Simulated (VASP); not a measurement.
Set up this calculation in VASP 6.6.1, as the native input.

- Task: relaxation of the atoms
- Functional: PBE
- Potentials or basis: VASP PAW PBE potentials, release 64 (Al, N)
- Cutoff: 520 eV
- k mesh: 8 × 8 × 5
- Occupations: gaussian, width 0.05 eV
- Spin: no spin polarisation
- Dipole correction: no
- Further INCAR settings: ALGO = Normal; EDIFF = 1e-07; IBRION = 2; EDIFFG = -0.003; NSW = 80

The structure of AlN lies in POSCAR:

```
AlN
1.0
    3.0923340000      0.0000000000      0.0000000000
   -1.5461670000      2.6780398000      0.0000000000
    0.0000000000      0.0000000000      4.9810000000
Al N
2 2
Direct
    0.3333333333      0.6666666667      0.0000000000
    0.6666666667      0.3333333333      0.5000000000
    0.3333333333      0.6666666667      0.3820000000
    0.6666666667      0.3333333333      0.8820000000
```

One way to write it, as run:

INCAR

```
PREC = Accurate ; ENCUT = 520
EDIFF = 1E-7 ; ISMEAR = 0
SIGMA = 0.05 ; LREAL = F
LASPH = T ; NELM = 100
ALGO = Normal ; ISIF = 2
LWAVE = F ; LCHARG = F
GGA = PE ; IBRION = 2
NSW = 80 ; EDIFFG = -0.003
```

KPOINTS

```
Automatic mesh
0
Gamma
  8 8 5
```

Potentials or basis: VASP PAW PBE potentials, release 64 (Al, N).

Command:

```bash
$ cat potpaw_PBE.64/Al/POTCAR potpaw_PBE.64/N/POTCAR > POTCAR
$ mpirun -np 1 vasp_std > vasp.out
```

It gave:

```json
{
 "Energy gained by relaxing": "0.1 meV/atom",
 "Ionic steps": "3",
 "Pressure after relaxing": "6.3 GPa",
 "Band gap on the k mesh": "4.35 eV, direct"
}
```

Run time: 11 s on 1 thread of Intel(R) Xeon(R) 6975P-C (Granite Rapids) (shared host), peak memory 0.15 GiB.
